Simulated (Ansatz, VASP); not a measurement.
# Two plane-wave programs on CdF2

```xyz
3
Lattice="0.0000 2.6132 2.6132 2.6132 0.0000 2.6132 2.6132 2.6132 0.0000" Properties=species:S:1:pos:R:3 pbc="T T T"
Cd    0.0000    0.0000    0.0000
F     1.3066    1.3066    1.3066
F     3.9198    3.9198    3.9198
```

Change from the starting cell: strain -0.030 along x and y, -0.030 along z, atoms carried along.

Alike in both runs: task single point; functional r2SCAN; k mesh 8 × 8 × 8; occupations gaussian, width 0.05 eV; no spin polarisation.

```csv
,VASP,Ansatz
version,VASP 6.6.1,Ansatz 0.2.0
potentials or method,"VASP PAW PBE potentials, release 64 (Cd, F), cutoff 520 eV","scalar-relativistic, plane waves, PAW"
valence electrons in the cell,26,34
```

|  | VASP | Ansatz | Ansatz less VASP |
| --- | --- | --- | --- |
| gap on the k mesh at the Fermi level (eV) | 4.08 | 4.13 | +0.051 |
| least direct gap on the mesh (eV) | 4.44 | 4.51 | +0.062 |
| pressure (GPa) | 14.6 | 12.9 | -1.70 |

VASP's potentials were made for PBE, not for r2SCAN. The functional is the same, so the differences come from potentials, cutoffs and numerics. VASP's potentials hold 26 valence electrons a cell and Ansatz's 34, so a difference there can come from the potentials and not from the codes.
